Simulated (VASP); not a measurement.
LiSe6:

```
Li Se
1.0
     5.66982    0.00000    0.00000
     0.00000    5.66982    0.00000
     0.00000    0.00000    5.66982
Li Se
1 6
Cartesian
  0.0000 0.0000 0.0000
  4.5277 2.8349 2.8349
  1.1422 2.8349 2.8349
  2.8349 2.8349 4.5277
  2.8349 2.8349 1.1422
  2.8349 1.1422 2.8349
  2.8349 4.5277 2.8349
```

The cell was generated, and may not be a known phase.

```yaml
Program: VASP 6.6.1
Task: relaxation of cell and atoms
Functional: PBE
Potentials_or_basis: VASP PAW PBE potentials, release 64 (Li_sv, Se)
Cutoff: 600 eV
k_mesh: 4 × 4 × 4
Occupations: gaussian, width 0.1 eV
Spin: no spin polarisation
```

At the start: pressure 34.2 GPa; volume 26.04 Å³/atom.

How do energy, volume and symmetry change on relaxing?

Over 12 steps the energy falls by 1335.9 meV/atom and the volume is 43.63 Å³/atom (+67.6 %); space group Pm-3m (No. 221, to 0.1 Å) before and after.

The path:
```csv
step,energy change (eV),largest force (eV/Å),pressure (GPa),volume (Å³)
1,0.0000,6.0145,34.18,182.27
2,-8.6045,2.0883,0.62,371.58
3,-8.9884,1.5937,3.47,281.03
4,-8.9834,1.9006,1.62,320.70
5,-9.0246,1.8157,1.96,310.59
6,-9.0620,0.7267,-2.25,342.37
7,-9.2884,0.2038,-0.55,325.59
8,-9.2885,0.2278,-0.51,325.29
9,-9.3161,0.1998,-0.35,319.44
10,-9.3493,0.1221,0.17,304.67
11,-9.3499,0.0947,-0.17,306.08
12,-9.3515,0.0033,-0.01,305.42
```

Final structure:
```
Li Se
1.0
     6.73438    0.00000    0.00000
     0.00000    6.73438    0.00000
     0.00000    0.00000    6.73438
Li Se
1 6
Direct
  0.00000 0.00000 0.00000
  0.82845 0.50000 0.50000
  0.17155 0.50000 0.50000
  0.50000 0.50000 0.82845
  0.50000 0.50000 0.17155
  0.50000 0.17155 0.50000
  0.50000 0.82845 0.50000
```

Caveat: the cutoff is under 1.25 times the usual one of these potentials, so pressure, stress and relaxed cells hold a basis-set (Pulay) error; the volume moved by over 15 % at a fixed basis, so the end points are rough; the highest band is partly filled, so the run has too few bands.
